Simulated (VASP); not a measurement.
A run of VASP 6.6.1 is set up as follows.

The input POSCAR:

```
ZnSe
1.0
    0.0000000000      2.8324206815      2.8324206815
    2.8324206815      0.0000000000      2.8324206815
    2.8324206815      2.8324206815      0.0000000000
Zn Se
1 1
Direct
    0.0000000000      0.0000000000      0.0000000000
    0.2500000000      0.2500000000      0.2500000000
```

File INCAR.step1:

```
ALGO = Normal ; EDIFF = 1E-5
ENCUT = 500 ; GGA = PE
ISIF = 2 ; ISMEAR = 0
LASPH = True ; LCHARG = False
LREAL = False ; LWAVE = True
NELM = 100 ; PREC = Accurate
SIGMA = 0.02
```

Contents of INCAR.step2:

```
ALGO = Normal ; EDIFF = 1E-8
ENCUT = 500 ; GGA = PE
HFSCREEN = 0.2 ; ISMEAR = 0
ISTART = 1 ; LASPH = True
LCHARG = False ; LHFCALC = True
LREAL = False ; LWAVE = True
NELM = 100 ; PREC = Accurate
PRECFOCK = Normal ; SIGMA = 0.01
```

The input INCAR.step3:

```
ALGO = Exact ; EDIFF = 1E-8
ENCUT = 500 ; GGA = PE
HFSCREEN = 0.2 ; ISMEAR = 0
ISTART = 1 ; LASPH = True
LCHARG = False ; LHFCALC = True
LOPTICS = True ; LREAL = False
LWAVE = True ; NBANDS = 179
NELM = 1 ; PREC = Accurate
PRECFOCK = Normal ; SIGMA = 0.01
```

Contents of INCAR.step4:

```
ALGO = EVGW0 ; EDIFF = 1E-8
ENCUT = 500 ; ENCUTGW = 140.0
GGA = PE ; HFSCREEN = 0.2
ISMEAR = 0 ; ISTART = 1
LASPH = True ; LCHARG = False
LHFCALC = True ; LREAL = False
LWAVE = False ; NBANDS = 179
NBANDSGW = 17 ; NELMGW = 1
NOMEGA = 48 ; PREC = Accurate
PRECFOCK = Fast ; SIGMA = 0.01
```

File KPOINTS:

```
k-points
0
Gamma
  4 4 4
```

Potentials or basis: VASP PAW PBE potentials, release 64 (Zn_GW, Se_GW).

Command:

```sh
$ cat potpaw_PBE.64/Zn_GW/POTCAR potpaw_PBE.64/Se_GW/POTCAR > POTCAR
$ cp INCAR.step1 INCAR
$ mpirun -np 1 vasp_std > vasp.out
$ cp INCAR.step2 INCAR
$ mpirun -np 1 vasp_std > vasp.out
$ cp INCAR.step3 INCAR
$ mpirun -np 1 vasp_std > vasp.out
$ cp INCAR.step4 INCAR
$ mpirun -np 1 vasp_std > vasp.out
```

Q: Estimate the quasiparticle gap.

A: 2.98 eV.

Q: Estimate the least direct quasiparticle gap.

A: 2.98 eV.

Q: Estimate the least direct gap of the starting levels on the mesh.

A: 2.43 eV.

Q: Estimate the band gap of the starting levels on the mesh.

A: 2.43 eV.

Caveat: the k points lie up to 0.48 Å⁻¹ apart; bands, screening cutoff and mesh are small and nothing is extrapolated, so the quasiparticle values aren't converged.
